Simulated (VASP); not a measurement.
Si: single point with PBEsol

Crystal: Si.

```
Si
1.0
     0.00000    2.75767    2.75767
     2.75767    0.00000    2.75767
     2.75767    2.75767    0.00000
Si
2
Direct
  0.50000 0.50000 0.50000
  0.75000 0.75000 0.75000
```

This cell differs from its parent crystal: volume scaled by 1.04.

```json
{"Program": "VASP 6.6.1", "Task": "single point", "Functional": "PBEsol", "Potentials or basis": "VASP PAW PBE potentials, release 64 (Si)", "Cutoff": "520 eV", "k mesh": "8 × 8 × 8", "Occupations": "fermi-dirac, width 0.1 eV", "Spin": "collinear spin, ferromagnetic start", "Starting moments": "[-0.06, -0.59] μB", "Dipole correction": "no", "Further INCAR settings": "ALGO = Normal; EDIFF = 1e-06; NBANDS = 15"}
```

* Pressure: -3.7 GPa
* Band gap on the k mesh: 0.58 eV, indirect (least direct gap 2.47 eV)
* Net moment: 0.00 μB per cell
* Valence electrons inside the program's atomic spheres: Si 1.66

Levels at points of the mesh, in eV from the valence-band top:
Spin up:
```
           k point  band 1  band 2  band 3  band 4  band 5  band 6  band 7  band 8  band 9
(0.00, 0.00, 0.00)  -11.68    0.00    0.00    0.00    2.50    2.50    2.50    2.80    7.52
(0.50, 0.00, 0.00)   -9.44   -6.80   -1.16   -1.16    1.30    3.29    3.29    7.45   10.39
(0.50, 0.50, 0.00)   -7.68   -7.68   -2.75   -2.75    0.68    0.68    9.67    9.67   10.79
```
Spin down:
| k point | band 1 | band 2 | band 3 | band 4 | band 5 | band 6 | band 7 | band 8 |
| --- | --- | --- | --- | --- | --- | --- | --- | --- |
| (0.00, 0.00, 0.00) | -11.68 | 0.00 | 0.00 | 0.00 | 2.50 | 2.50 | 2.50 | 2.80 |
| (0.50, 0.00, 0.00) | -9.44 | -6.80 | -1.16 | -1.16 | 1.30 | 3.29 | 3.29 | 7.45 |
| (0.50, 0.50, 0.00) | -7.68 | -7.68 | -2.75 | -2.75 | 0.68 | 0.68 | 9.67 | 9.67 |

It took 19 s on 1 thread of Intel(R) Xeon(R) 6975P-C (Granite Rapids) (shared host), peak memory 0.18 GiB.

Caveat: the PAW data sets were made with another functional, which shifts forces and pressure a little. A k mesh can miss the band edges.
